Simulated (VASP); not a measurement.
Input of a VASP 6.6.1 run:

The input INCAR:

```
SYSTEM = PbSe
  PREC = Accurate
  ENCUT = 520
  EDIFF = 1E-6
  ISMEAR = 0
  SIGMA = 0.03
  LREAL = .False.
  LASPH = .True.
  NELM = 60
  ALGO = Normal
  ISIF = 2
  LWAVE = .False.
  LCHARG = .False.
  GGA = PE
  IVDW = 12
  NBANDS = 17
```

Contents of KPOINTS:

```
Automatic mesh
0
Gamma
  10 10 10
  0 0 0
```

POSCAR

```
PbSe
1.0
    0.0000000000      3.3071220000      3.0621500000
    3.3071220000      0.0000000000      3.0621500000
    3.3071220000      3.3071220000      0.0000000000
Pb Se
1 1
Direct
    0.0000000000      0.0000000000      0.0000000000
    0.5000000000      0.5000000000      0.5000000000
```

Potentials or basis: VASP PAW PBE potentials, release 64 (Pb_d, Se).

The run is started by

```console
$ cat potpaw_PBE.64/Pb_d/POTCAR potpaw_PBE.64/Se/POTCAR > POTCAR
$ mpirun -np 1 vasp_std > vasp.out
```

Problem. Estimate the pressure.

Solution. -4.3 GPa.

Problem. Predict the band gap on the k mesh.

Solution. 0.57 eV.

Problem. Predict the dispersion energy per atom.

Solution. -0.337 eV.

Stress tensor (GPa, compression positive):
```
-6.15  0.00  0.00
 0.00 -6.15  0.00
 0.00  0.00 -0.75
```

Caveat: the cell differs from its parent crystal (strain +0.080 along x and y, +0.000 along z); the stress differs along the axes, from -6 to -1 GPa; spin-orbit coupling is left out, which moves the levels of the heavy elements. A k mesh can miss the band edges.
